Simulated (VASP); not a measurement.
Cl, 1 atom in the cell. Symmetry: Pm-3m, No. 221, cubic system. Conventional cell: a = 2.528 Å, b = 2.528 Å, c = 2.528 Å, α = 90.00°, β = 90.00°, γ = 90.00°. Within 3.3 Å of Cl (site symmetry m-3m) lie 6 Cl at 2.53 Å.  This cell differs from its parent crystal: volume scaled by 0.78.

| Quantity | Value |
| --- | --- |
| Program | VASP 6.6.1 |
| Task | single point |
| Functional | LDA |
| Potentials or basis | VASP PAW LDA potentials, release 64 (Cl) |
| Cutoff | 520 eV |
| k mesh | 15 × 15 × 15 |
| Occupations | fermi-dirac, width 0.08 eV |
| Spin | no spin polarisation |
| Dipole correction | no |
| Further INCAR settings | ALGO = Normal; EDIFF = 1e-06; NBANDS = 10 |

Potentials or basis: VASP PAW LDA potentials, release 64 (Cl).

Command:

```console
$ cat potpaw_LDA.64/Cl/POTCAR > POTCAR
$ mpirun -np 1 vasp_std > vasp.out
```

Hardware: 1 thread of Intel(R) Xeon(R) 6975P-C (Granite Rapids), with other jobs on the host.

Task: Estimate the wall time of this run.

Result: It took 4.1 s on 1 thread of Intel(R) Xeon(R) 6975P-C (Granite Rapids) (shared host), peak memory 0.12 GiB. Counts: scf iterations 9, k points 120.
